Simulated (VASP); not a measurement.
# Os in VASP: single point with r2SCAN

Aim: the single point of Os with r2SCAN.

Everything below comes from runs of VASP 6.6.1. Logs are shortened: lines on timing, memory, paths and dates and some standing lists are left out, and cuts for length are marked.

## (1) The cell of the first run

The typed cell holds 2 atoms: a = 2.702 Å, b = 2.702 Å, c = 4.260 Å, α = 90.00°, β = 90.00°, γ = 120.00°.

## (2) Single point, r2SCAN

The input, POSCAR:

```
Os
1.0
    2.7015321000      0.0000000000      0.0000000000
   -1.3507660500      2.3395922600      0.0000000000
    0.0000000000      0.0000000000      4.2595743000
Os
2
Direct
    0.3333000000      0.6667000000      0.2500000000
    0.6666000000      0.3333000000      0.7500000000
```

The input, INCAR.step1:

```
PREC = Accurate
ENCUT = 520
ISMEAR = -1
SIGMA = 0.1
LREAL = F
LASPH = T
NELM = 80
NBANDS = 15
GGA = PE
ALGO = Normal
EDIFF = 1E-4
LWAVE = T
LCHARG = F
```

The input, INCAR.step2:

```
PREC = Accurate
ENCUT = 520
EDIFF = 1E-6
ISMEAR = -1
SIGMA = 0.1
LREAL = F
LASPH = T
NELM = 80
ALGO = Normal
ISIF = 2
LWAVE = F
LCHARG = F
METAGGA = R2SCAN
LMIXTAU = T
NBANDS = 15
ISTART = 1
```

The input, KPOINTS:

```
Automatic mesh
0
Gamma
  14 14 8
```

Potentials or basis: VASP PAW PBE potentials, release 64 (Os).

On the command line:

```bash
> cat potpaw_PBE.64/Os/POTCAR > POTCAR
> cp INCAR.step1 INCAR
> mpirun -np 1 vasp_std > vasp.out
> cp INCAR.step2 INCAR
> mpirun -np 1 vasp_std > vasp.out
```

OUTCAR:

```text
PREC = Accurate
   ENCUT = 520
   EDIFF = 1E-6
   ISMEAR = -1
   LREAL = F
   LASPH = T
   NELM = 80
   ISIF = 2
   METAGGA = R2SCAN
   ISTART = 1

 ion  position               nearest neighbor table
   1  0.333  0.667  0.250-   2 2.64   2 2.64   2 2.64   2 2.64   2 2.64   2 2.64
   2  0.667  0.333  0.750-   1 2.64   1 2.64   1 2.64   1 2.64   1 2.64   1 2.64

  LATTYP: Found a hexagonal cell.
 ALAT       =     2.7015321000
 C/A-ratio  =     1.5767254070

  Lattice vectors:

 A1 = (   2.7015321000,   0.0000000000,   0.0000000000)
 A2 = (  -1.3507660500,   2.3395922600,   0.0000000000)
 A3 = (   0.0000000000,   0.0000000000,   4.2595743000)

Analysis of symmetry for initial positions (statically):
=====================================================================
 Subroutine PRICEL returns:
 Original cell was already a primitive cell.

 Routine SETGRP: Setting up the symmetry group for a
 hexagonal supercell.

 Subroutine GETGRP returns: Found  8 space group operations
 (whereof  2 operations were pure point group operations)
 out of a pool of 24 trial point group operations.

The static configuration has the point symmetry C_2 .
 The point group associated with its full space group is D_2h.

Analysis of symmetry for dynamics (positions and initial velocities):
=====================================================================
 Subroutine PRICEL returns:
 Original cell was already a primitive cell.

 Routine SETGRP: Setting up the symmetry group for a
 hexagonal supercell.

 Subroutine GETGRP returns: Found  8 space group operations
 (whereof  2 operations were pure point group operations)
 out of a pool of 24 trial point group operations.

The dynamic configuration has the point symmetry C_2 .
 The point group associated with its full space group is D_2h.

 Subroutine INISYM returns: Found  8 space group operations
 (whereof  2 operations are pure point group operations),
 and found     1 'primitive' translations

----------------------------------------------------------------------------------------

                                     Primitive cell

  volume of cell :      26.9226

  direct lattice vectors                    reciprocal lattice vectors
     2.701532100  0.000000000  0.000000000     0.370160325  0.213712453  0.000000000
    -1.350766050  2.339592260  0.000000000     0.000000000  0.427424905  0.000000000
     0.000000000  0.000000000  4.259574300     0.000000000  0.000000000  0.234765244

  length of vectors
     2.701532100  2.701529357  4.259574300     0.427424471  0.427424905  0.234765244
[... 91 lines left out ...]
   PSTRESS=    0.0 pullay stress
   NELECT =      16.0000    total number of electrons
   NUPDOWN=      -1.0000    fix difference up-down
   EMIN   =  10.00;   EMAX   =-10.00  energy-range for DOS
   EFERMI =   0.00;   METHOD = LEGACY
   ISMEAR =    -1;   SIGMA  =   0.10  broadening in eV -4-tet -1-fermi 0-gaus
   EFERMI_NEDOS =   21; number of points for ismear=-14 and -15
   IALGO  =     38    algorithm
   IMIX   =      4    mixing-type and parameters
     AMIX     =   0.40;   BMIX     =  1.00
     AMIX_MAG =   1.60;   BMIX_MAG =  1.00
  volume/ion in A,a.u.               =      13.46        90.84
  Fermi-wavevector in a.u.,A,eV,Ry     =   1.376394  2.601007 25.775686  1.894459
  Thomas-Fermi vector in A             =   2.501642
   LORBIT       =      0    0 simple, 1 ext, 2 COOP (PROOUT), +10 PAW based schemes
   METAGGA = R2SCAN    functional components
   LHFCALC =     F    Hartree Fock is set to
   AEXX    =    0.0000 exact exchange contribution
   IVDW    =     0    specifies the selected vdW correction
   LEPSILON=     F    determine dielectric tensor
   LRPA    =     F    only Hartree local field effects (RPA)
 non-spin polarized calculation
  energy-cutoff  :      520.00
  volume of cell :       26.92
 maximum number of plane-waves:       742
   NGX =  9   NGY =  9   NGZ = 15

 number of electron      15.9999999 magnetization

 Free energy of the ion-electron system (eV)
  ---------------------------------------------------
  ext. energy  EPLUGINS =         0.00000000
  ---------------------------------------------------
  free energy    TOTEN  =      -105.95096803 eV

  energy without entropy =     -105.91036977  energy(sigma->0) =     -105.93066890

 E-fermi :   9.8919     XC(G=0): -15.6463

 val. band max:        9.8901666454   @ k =  -0.0714   0.2143   0.3750
 cond. band min:       9.8940610676   @ k =  -0.1429   0.0714   0.3750
 fundamental gap:      0.0038944222
 Fermi energy:         9.8919159718

 k-point     1 :       0.0000    0.0000    0.0000
  band No.  band energies     occupation
      1      -1.9369      2.00000
      2       1.3331      2.00000
      3       6.4913      2.00000
      4       6.4916      2.00000
      5       6.8060      2.00000
      6       7.4231      2.00000
      7       7.4236      2.00000
      8       8.1061      2.00000
      9       8.1073      2.00000
     10       9.9015      0.95232
     11      11.7102      0.00000
     12      11.7118      0.00000
     13      19.9401      0.00000
     14      24.6000      0.00000
[... 401 lines left out ...]
      2       2.6885      2.00000
      3       3.7917      2.00000
      4       5.1804      2.00000
      5       6.2338      2.00000
      6       6.8445      2.00000
      7       7.4597      2.00000
      8       9.8654      1.13187
      9      10.2969      0.03425
     10      11.2551      0.00000
     11      12.6072      0.00000
     12      19.2576      0.00000
     13      20.2950      0.00000
     14      22.2421      0.00000
     15      24.9876      0.00000

 [... further k-points ...]

------------------------ aborting loop because EDIFF is reached ----------------------------------------

  FORCE on cell =-STRESS in cart. coord.  units (eV):
  Direction    XX          YY          ZZ          XY          YZ          ZX
  --------------------------------------------------------------------------------------
  -------------------------------------------------------------------------------------
  Total        3.4259730      3.4275109      3.6102791      0.0000000     -0.0000000      0.0000000
  in kB      203.8815924    203.9731096    214.8497475      0.0000000     -0.0000000      0.0000000
  external PRESSURE =     207.5681498 kB  Pullay stress =       0.0000000 kB

 VOLUME and BASIS-vectors are now :
 -----------------------------------------------------------------------------
  energy-cutoff  :      520.00
  volume of cell :       26.92
      direct lattice vectors                 reciprocal lattice vectors
     2.701532100  0.000000000  0.000000000     0.370160325  0.213712453  0.000000000
    -1.350766050  2.339592260  0.000000000     0.000000000  0.427424905  0.000000000
     0.000000000  0.000000000  4.259574300     0.000000000  0.000000000  0.234765244

 POSITION                                       TOTAL-FORCE (eV/Angst)
 -----------------------------------------------------------------------------------
     -0.00014      1.55981      1.06489         0.000000     -0.001599      0.000000
      1.35063      0.77979      3.19468        -0.000000      0.001599      0.000000
 -----------------------------------------------------------------------------------
    total drift:                               -0.000000     -0.000000     -0.000000

  FREE ENERGIE OF THE ION-ELECTRON SYSTEM (eV)
  ---------------------------------------------------
  free  energy   TOTEN  =      -105.9509680327 eV

  energy  without entropy=     -105.9103697737  energy(sigma->0) =     -105.93066890
```

OUTCAR.step1:

```text
PREC = Accurate
   ENCUT = 520
   ISMEAR = -1
   LREAL = F
   LASPH = T
   NELM = 80
[... 653 lines left out ...]
 -----------------------------------------------------------------------------------
     -0.00014      1.55981      1.06489         0.000000     -0.001595     -0.000000
      1.35063      0.77979      3.19468         0.000000      0.001595      0.000000
 -----------------------------------------------------------------------------------
    total drift:                               -0.000000     -0.000000     -0.000000

  FREE ENERGIE OF THE ION-ELECTRON SYSTEM (eV)
  ---------------------------------------------------
  free  energy   TOTEN  =       -22.3840116902 eV

  energy  without entropy=      -22.3422570899  energy(sigma->0) =      -22.36313439
```

Run time: 6.6 min. Hardware: 1 thread of Intel Xeon 8259CL, shared host; peak memory 0.22 GiB.

What came out:

```
Free energy            : -105.9510 eV
Pressure               : 20.8 GPa
Band gap on the k mesh : zero (bands 8 and 9 overlap by 4.15 eV)
```

Caveat: the cell stands under pressure; the PAW data sets were made with another functional, which shifts forces and pressure a little; spin-orbit coupling is left out, which moves the levels of the heavy elements.
